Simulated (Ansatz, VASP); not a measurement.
One calculation of ZnS, two programs

The input POSCAR:

```
ZnS
1.0
    0.0000000000      2.6940858343      2.6940858343
    2.6940858343      0.0000000000      2.6940858343
    2.6940858343      2.6940858343      0.0000000000
Zn S
1 1
Direct
    0.0000000000      0.0000000000      0.0000000000
    0.2500000000      0.2500000000      0.2500000000
```

INCAR.step1

```
SYSTEM = ZnS
PREC = Accurate
ENCUT = 520
EDIFF = 1E-5
ISMEAR = 0
SIGMA = 0.01
LREAL = .False.
LASPH = .True.
NELM = 100
ALGO = Normal
ISIF = 2
LWAVE = .True.
LCHARG = .False.
NBANDS = 16
GGA = PE
```

The input INCAR.step2:

```
SYSTEM = ZnS
PREC = Accurate
ENCUT = 520
EDIFF = 1E-7
ISMEAR = 0
SIGMA = 0.01
LREAL = .False.
LASPH = .True.
NELM = 100
ALGO = Normal
ISIF = 2
LWAVE = .False.
LCHARG = .False.
GGA = PE
LHFCALC = .True.
AEXX = 0.5
HFSCREEN = 0.3
PRECFOCK = Normal
NBANDS = 16
ISTART = 1
```

KPOINTS

```
Automatic mesh
0
Gamma
  4 4 4
  0 0 0
```

Input for Ansatz:

```yaml
crystal:
  lattice:
    - [0.0, 2.6940858343, 2.6940858343]
    - [2.6940858343, 0.0, 2.6940858343]
    - [2.6940858343, 2.6940858343, 0.0]
  atoms:
    - { symbol: Zn, position: [0.0, 0.0, 0.0] }
    - { symbol: S, position: [0.25, 0.25, 0.25] }
kpoints:
  mp_grid: { grid: [4, 4, 4] }
hamiltonian:
  xc: { exchange: pbe, correlation: pbe, exx: { coeff: 0.5, omega: 0.3 } }
scf:
  occupations: { method: fixed }
  n_extra_bands: 4
output:
  forces: true
  stress: true
  eigenvalues: true
```

Alike in both runs: task single point; functional PBE-based screened hybrid with a share of 0.5 of exact exchange and HFSCREEN = 0.3; k mesh 4 × 4 × 4; no spin polarisation.

|  | VASP | Ansatz |
| --- | --- | --- |
| version | VASP 6.6.1 | Ansatz 0.2.0 |
| potentials or method | VASP PAW PBE potentials, release 64 (Zn, S) | plane waves |
| plane-wave cutoff (eV) | 520 | 420 |
| occupations | gaussian, width 0.01 eV | fixed |
| valence electrons in the cell | 18 | 18 |

Ansatz gave:

| Item | Value |
| --- | --- |
| gap on the k mesh at the Fermi level (eV) | 4.25 |
| pressure (GPa) | 1.7 |

Problem. Estimate VASP's values.

Solution. gap on the k mesh at the Fermi level (eV): 4.23; pressure (GPa): 1.6.

VASP's potentials were made for PBE, not for PBE-based screened hybrid. Ansatz's warnings: stress exchange threshold loose, stress scf threshold loose.

The k mesh is coarse, so the values compare programs but aren't converged.
